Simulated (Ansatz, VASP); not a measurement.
CaO in VASP and in Ansatz

```xyz
4
Lattice="4.2056 0.0000 0.0000 -2.1028 3.6422 0.0000 0.0000 0.0000 4.4756" Properties=species:S:1:pos:R:3 pbc="T T T"
Ca    0.0000    2.4281    3.3567
Ca    2.1028    1.2141    1.1189
O     0.0000    2.4281    1.1189
O     2.1028    1.2141    3.3567
```

Alike in both runs: task single point; functional PBE; k mesh 9 × 9 × 6; occupations gaussian, width 0.05 eV; no spin polarisation.

|  | VASP | Ansatz |
| --- | --- | --- |
| version | VASP 6.6.1 | Ansatz 0.2.0 |
| potentials or method | VASP PAW PBE potentials, release 64 (Ca_sv, O), cutoff 520 eV | scalar-relativistic, plane waves, PAW |
| valence electrons in the cell | 32 | 32 |

VASP gave:

| Property | Result |
| --- | --- |
| gap on the k mesh at the Fermi level (eV) | 2.56 |
| least direct gap on the mesh (eV) | 2.56 |
| pressure (GPa) | 1.9 |
| traceless stress, the component that is largest in VASP (GPa) | 11.84 |

Task: Which values does Ansatz return?

Result: gap on the k mesh at the Fermi level (eV): 2.58; least direct gap on the mesh (eV): 2.58; pressure (GPa): 1.4; traceless stress, the component that is largest in VASP (GPa): 11.32.
